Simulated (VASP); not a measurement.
Runs of VASP 6.6.1 on AlP. The structure is that of space group F-43m (No. 216), or close to it. The cells are those of the table. 

| cell | gap on the mesh (eV) | pressure (GPa) |
| --- | --- | --- |
| a = 3.816 Å, angles 60.0°, 2 atoms | 1.37 | (b) |
| a = 3.930 Å, angles 60.0°, 2 atoms | 1.53 | -5.2 |
| a = 3.893 Å, angles 60.0°, 2 atoms | (a) | -3.2 |
| a = 3.776 Å, angles 60.0°, 2 atoms | 1.30 | 5.4 |

Alike in all rows: task single point; level LDA; potentials or basis VASP PAW LDA potentials, release 64 (Al, P); no spin polarisation; k mesh 6 × 6 × 6; cutoff (eV) 500; smearing gaussian 0.01 eV.

Task: Fill in the values left out.

Result: (a) 1.48; (b) 2.1.

A k mesh can miss the band edges.
